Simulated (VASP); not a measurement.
# MgO (gw) (R-3m) in VASP: single point with PBEsol

Aim: the single point of MgO (gw) with PBEsol.

Program: VASP 6.6.1. These are calculated values, not measurements. Logs are shortened: lines on timing, memory, paths and dates and some standing lists are left out, and cuts for length are marked.

### 1 The cell of the first run

It takes space group R-3m (No. 166, trigonal). Conventional cell: a = 2.936 Å, b = 2.936 Å, c = 7.339 Å, α = 90.00°, β = 90.00°, γ = 120.00°. Within 2.8 Å of Mg (site symmetry -3m) lie 6 O at 2.09 Å. Within 2.8 Å of O (site symmetry -3m) lie 6 Mg at 2.09 Å.

### 2 Single point, PBEsol

Input file INCAR:

```
PREC = Accurate
ENCUT = 600
EDIFF = 1E-6
ISMEAR = 0
SIGMA = 0.01
LREAL = F
LASPH = T
NELM = 120
ALGO = Normal
ISIF = 2
LWAVE = F
LCHARG = F
GGA = PS
NBANDS = 11
GGA_COMPAT = F
```

Input file KPOINTS:

```
regular mesh
0
Gamma
  6 6 6
```

Input file POSCAR:

```
MgO
1.0
    0.0285407233      2.1043081295      2.1043081295
    2.1043081295      0.0285407233      2.1043081295
    2.1043081295      2.1043081295      0.0285407233
Mg O
1 1
Direct
    0.0000000000      0.0000000000      0.0000000000
    0.5000000000      0.5000000000      0.5000000000
```

Potentials or basis: VASP PAW PBE potentials, release 64 (Mg, O).

Launch:

```console
$ cat potpaw_PBE.64/Mg/POTCAR potpaw_PBE.64/O/POTCAR > POTCAR
$ mpirun -np 1 vasp_std > vasp.out
```

OUTCAR:

```text
PREC = Accurate
   ENCUT = 600
   EDIFF = 1E-6
   ISMEAR = 0
   LREAL = F
   LASPH = T
   NELM = 120
   ISIF = 2
   GGA = PS

 ion  position               nearest neighbor table
   1  0.000  0.000  0.000-   2 2.09   2 2.09   2 2.09   2 2.09   2 2.09   2 2.09
   2  0.500  0.500  0.500-   1 2.09   1 2.09   1 2.09   1 2.09   1 2.09   1 2.09

  LATTYP: Found a trigonal (rhomboedric) cell.
 ALAT       =     2.9760779527
 COS(alpha) =     0.5135157644

  Lattice vectors:

 A1 = (   0.0285407233,   2.1043081295,   2.1043081295)
 A2 = (   2.1043081295,   0.0285407233,   2.1043081295)
 A3 = (   2.1043081295,   2.1043081295,   0.0285407233)

Analysis of symmetry for initial positions (statically):
=====================================================================
 Subroutine PRICEL returns:
 Original cell was already a primitive cell.

 Routine SETGRP: Setting up the symmetry group for a
 trigonal (rhombohedral) supercell.

 Subroutine GETGRP returns: Found 12 space group operations
 (whereof 12 operations were pure point group operations)
 out of a pool of 12 trial point group operations.

The static configuration has the point symmetry D_3d.

Analysis of symmetry for dynamics (positions and initial velocities):
=====================================================================
 Subroutine PRICEL returns:
 Original cell was already a primitive cell.

 Routine SETGRP: Setting up the symmetry group for a
 trigonal (rhombohedral) supercell.

 Subroutine GETGRP returns: Found 12 space group operations
 (whereof 12 operations were pure point group operations)
 out of a pool of 12 trial point group operations.

The dynamic configuration has the point symmetry D_3d.

 Subroutine INISYM returns: Found 12 space group operations
 (whereof 12 operations are pure point group operations),
 and found     1 'primitive' translations

----------------------------------------------------------------------------------------

                                     Primitive cell

  volume of cell :      18.2571

  direct lattice vectors                    reciprocal lattice vectors
     0.028540723  2.104308130  2.104308130    -0.242497261  0.239252283  0.239252283
     2.104308130  0.028540723  2.104308130     0.239252283 -0.242497261  0.239252283
     2.104308130  2.104308130  0.028540723     0.239252283  0.239252283 -0.242497261

  length of vectors
     2.976077953  2.976077953  2.976077953     0.416279030  0.416279030  0.416279030

  position of ions in fractional coordinates (direct lattice)
     0.000000000  0.000000000  0.000000000
     0.500000000  0.500000000  0.500000000

  ion indices of the primitive-cell ions
   primitive index   ion index
                 1           1
                 2           2

----------------------------------------------------------------------------------------

 KPOINTS: regular mesh

Automatic generation of k-mesh.
 Grid dimensions read from file:
 generate k-points for:    6    6    6

 Generating k-lattice:

  Cartesian coordinates                     Fractional coordinates (reciprocal lattice)
    -0.040416210  0.039875380  0.039875380     0.166666667 -0.000000000 -0.000000000
     0.039875380 -0.040416210  0.039875380    -0.000000000  0.166666667 -0.000000000
     0.039875380  0.039875380 -0.040416210    -0.000000000 -0.000000000  0.166666667

  Length of vectors
     0.069379838  0.069379838  0.069379838

  Shift w.r.t. Gamma in fractional coordinates (k-lattice)
     0.000000000  0.000000000  0.000000000

 Subroutine IBZKPT returns following result:
 ===========================================

 Found     32 irreducible k-points:

 Following reciprocal coordinates:
            Coordinates               Weight
  0.000000  0.000000  0.000000      1.000000
  0.166667 -0.000000 -0.000000      6.000000
  0.333333  0.000000  0.000000      6.000000
  0.500000  0.000000 -0.000000      3.000000
  0.166667  0.166667  0.000000      6.000000
  0.333333  0.166667 -0.000000     12.000000
[... 16 lines left out ...]
  0.500000  0.500000  0.166667      6.000000
 -0.333333  0.500000  0.166667     12.000000
 [... further k-points ...]
   k-points           NKPTS =     32   k-points in BZ     NKDIM =     32   number of bands    NBANDS=     11
   number of dos      NEDOS =    301   number of ions     NIONS =      2
   total plane-waves  NPLWV =  13824
   dimension x,y,z NGX =    24 NGY =   24 NGZ =   24
   dimension x,y,z NGXF=    48 NGYF=   48 NGZF=   48
   ions per type =               1   1
   NGX,Y,Z   is equivalent  to a cutoff of  13.41, 13.41, 13.41 a.u.
   NGXF,Y,Z  is equivalent  to a cutoff of  26.81, 26.81, 26.81 a.u.
 SYSTEM =  unknown system
   PREC   = accura    normal or accurate (medium, high low for compatibility)
   ISTART =      0    job   : 0-new  1-cont  2-samecut
   ICHARG =      2    charge: 1-file 2-atom 10-const
   ISPIN  =      1    spin polarized calculation?
   LNONCOLLINEAR =      F non collinear calculations
   LSORBIT =      F    spin-orbit coupling
   LASPH  =      T    aspherical Exc in radial PAW
   ENCUT  =  600.0 eV  44.10 Ry    6.64 a.u.   5.94  5.94  5.94*2*pi/ulx,y,z
   NELM   =    120;   NELMIN=  2; NELMDL= -5     # of ELM steps
   EDIFF  = 0.1E-05   stopping-criterion for ELM
   LREAL  =      F    real-space projection
   EDIFFG = 0.1E-04   stopping-criterion for IOM
   NSW    =      0    number of steps for IOM
   IBRION =     -1    ionic relax: 0-MD 1-quasi-New 2-CG
   NFREE  =      0    steps in history (QN), initial steepest desc. (CG)
   ISIF   =      2    stress and relaxation
   ISYM   =      2    0-nonsym 1-usesym 2-fastsym
   POTIM  = 0.5000    time-step for ionic-motion
   TEBEG  =    0.0;   TEEND  =   0.0 temperature during run
   PSTRESS=    0.0 pullay stress
   NELECT =       8.0000    total number of electrons
   NUPDOWN=      -1.0000    fix difference up-down
   EMIN   =  10.00;   EMAX   =-10.00  energy-range for DOS
   EFERMI =   0.00;   METHOD = LEGACY
   ISMEAR =     0;   SIGMA  =   0.01  broadening in eV -4-tet -1-fermi 0-gaus
   EFERMI_NEDOS =   21; number of points for ismear=-14 and -15
   IALGO  =     38    algorithm
   IMIX   =      4    mixing-type and parameters
     AMIX     =   0.40;   BMIX     =  1.00
     AMIX_MAG =   1.60;   BMIX_MAG =  1.00
  volume/ion in A,a.u.               =       9.13        61.60
  Fermi-wavevector in a.u.,A,eV,Ry     =   1.243448  2.349775 21.036813  1.546162
  Thomas-Fermi vector in A             =   2.377758
   LORBIT       =      0    0 simple, 1 ext, 2 COOP (PROOUT), +10 PAW based schemes
   GGA     = PS    functional components
   LHFCALC =     F    Hartree Fock is set to
   AEXX    =    0.0000 exact exchange contribution
   IVDW    =     0    specifies the selected vdW correction
   LEPSILON=     F    determine dielectric tensor
   LRPA    =     F    only Hartree local field effects (RPA)
 non-spin polarized calculation
 Gauss-broadening in eV      SIGMA  =   0.01
  energy-cutoff  :      600.00
  volume of cell :       18.26
 maximum number of plane-waves:       622
   NGX = 11   NGY = 11   NGZ = 11

 number of electron       8.0000002 magnetization

 Free energy of the ion-electron system (eV)
  ---------------------------------------------------
  ext. energy  EPLUGINS =         0.00000000
  ---------------------------------------------------
  free energy    TOTEN  =       -12.50544455 eV

  energy without entropy =      -12.50544455  energy(sigma->0) =      -12.50544455

 E-fermi :   3.4019     XC(G=0): -11.4219

 val. band max:        3.2970882311   @ k =   0.0000   0.0000   0.0000
 cond. band min:       8.0958998322   @ k =   0.0000   0.0000   0.0000
 fundamental gap:      4.7988116011
 Fermi energy:         3.4019285397

 k-point     1 :       0.0000    0.0000    0.0000
  band No.  band energies     occupation
      1     -14.0837      2.00000
      2       3.1354      2.00000
      3       3.2971      2.00000
      4       3.2971      2.00000
      5       8.0959      0.00000
      6      18.6130      0.00000
      7      19.2059      0.00000
      8      19.2059      0.00000
      9      22.8955      0.00000
     10      24.8233      0.00000
     11      24.8233      0.00000

 k-point     2 :       0.1667   -0.0000   -0.0000
  band No.  band energies     occupation
      1     -13.7798      2.00000
      2       1.7252      2.00000
      3       2.9701      2.00000
      4       3.1055      2.00000
      5       9.5172      0.00000
      6      16.7139      0.00000
      7      19.3120      0.00000
      8      19.7774      0.00000
      9      23.4291      0.00000
     10      23.6766      0.00000
     11      25.6725      0.00000

 k-point     3 :       0.3333    0.0000    0.0000
  band No.  band energies     occupation
      1     -13.0909      2.00000
      2      -0.5206      2.00000
      3       2.6271      2.00000
      4       2.7482      2.00000
      5      10.9307      0.00000
      6      15.6808      0.00000
      7      19.6692      0.00000
      8      19.9588      0.00000
      9      23.9711      0.00000
     10      24.5221      0.00000
     11      24.8824      0.00000

 k-point     4 :       0.5000    0.0000   -0.0000
  band No.  band energies     occupation
      1     -12.6907      2.00000
      2      -1.5164      2.00000
      3       2.4668      2.00000
      4       2.5808      2.00000
      5      11.0810      0.00000
      6      16.0742      0.00000
      7      19.4291      0.00000
      8      19.6976      0.00000
      9      24.2918      0.00000
     10      25.5999      0.00000
     11      26.1871      0.00000
[... 239 lines left out ...]
 k-point    22 :      -0.1667    0.3333    0.1667
  band No.  band energies     occupation
      1     -12.6912      2.00000
      2      -0.4224      2.00000
      3       1.3280      2.00000
      4       2.1480      2.00000
      5      13.3547      0.00000
      6      14.2321      0.00000
      7      16.8659      0.00000
      8      20.5976      0.00000
      9      22.7524      0.00000
     10      26.3100      0.00000
     11      31.1750      0.00000

 k-point    23 :       0.5000    0.5000    0.1667
  band No.  band energies     occupation
      1     -12.5276      2.00000
      2      -0.6837      2.00000
      3       1.2060      2.00000
      4       2.0952      2.00000
      5      13.0678      0.00000
      6      14.0320      0.00000
      7      16.3831      0.00000
      8      21.7530      0.00000
      9      21.9233      0.00000
     10      29.4578      0.00000
     11      30.1950      0.00000

 k-point    24 :      -0.3333    0.5000    0.1667
  band No.  band energies     occupation
      1     -12.3919      2.00000
      2      -0.4583      2.00000
      3       0.9018      2.00000
      4       1.5168      2.00000
      5      13.6921      0.00000
      6      14.8605      0.00000
      7      15.7855      0.00000
      8      19.9383      0.00000
      9      23.6193      0.00000
     10      28.0590      0.00000
     11      29.7287      0.00000

 [... further k-points ...]
[... 5 lines left out ...]
  --------------------------------------------------------------------------------------
  -------------------------------------------------------------------------------------
  Total        0.3810032      0.3810032      0.3810032     -0.2392275     -0.2392275     -0.2392275
  in kB       33.4354542     33.4354542     33.4354542    -20.9937339    -20.9937339    -20.9937339
  external PRESSURE =      33.4354542 kB  Pullay stress =       0.0000000 kB

 VOLUME and BASIS-vectors are now :
 -----------------------------------------------------------------------------
  energy-cutoff  :      600.00
  volume of cell :       18.26
      direct lattice vectors                 reciprocal lattice vectors
     0.028540723  2.104308130  2.104308130    -0.242497261  0.239252283  0.239252283
     2.104308130  0.028540723  2.104308130     0.239252283 -0.242497261  0.239252283
     2.104308130  2.104308130  0.028540723     0.239252283  0.239252283 -0.242497261

 POSITION                                       TOTAL-FORCE (eV/Angst)
 -----------------------------------------------------------------------------------
      0.00000      0.00000      0.00000         0.000000     -0.000000      0.000000
      2.11858      2.11858      2.11858        -0.000000      0.000000     -0.000000
 -----------------------------------------------------------------------------------
    total drift:                               -0.000000     -0.000000      0.000000

  FREE ENERGIE OF THE ION-ELECTRON SYSTEM (eV)
  ---------------------------------------------------
  free  energy   TOTEN  =       -12.5054445464 eV

  energy  without entropy=      -12.5054445464  energy(sigma->0) =      -12.50544455
```

It took 7.6 s on 1 thread of Intel Xeon Platinum 8488C (Sapphire Rapids), shared host; peak memory 0.14 GiB.

Results:

| Quantity | Value |
| --- | --- |
| Free energy | -12.5054 eV |
| Pressure | 3.3 GPa |
| Band gap on the k mesh | 4.80 eV, direct |

Stress tensor (GPa, compression positive):
```
 3.34 -2.10 -2.10
-2.10  3.34 -2.10
-2.10 -2.10  3.34
```

Caveat: the k points lie up to 0.44 Å⁻¹ apart; the PAW data sets were made with another functional, which shifts forces and pressure a little. A hybrid or GW would open this gap; PBEsol tends to underestimate it.
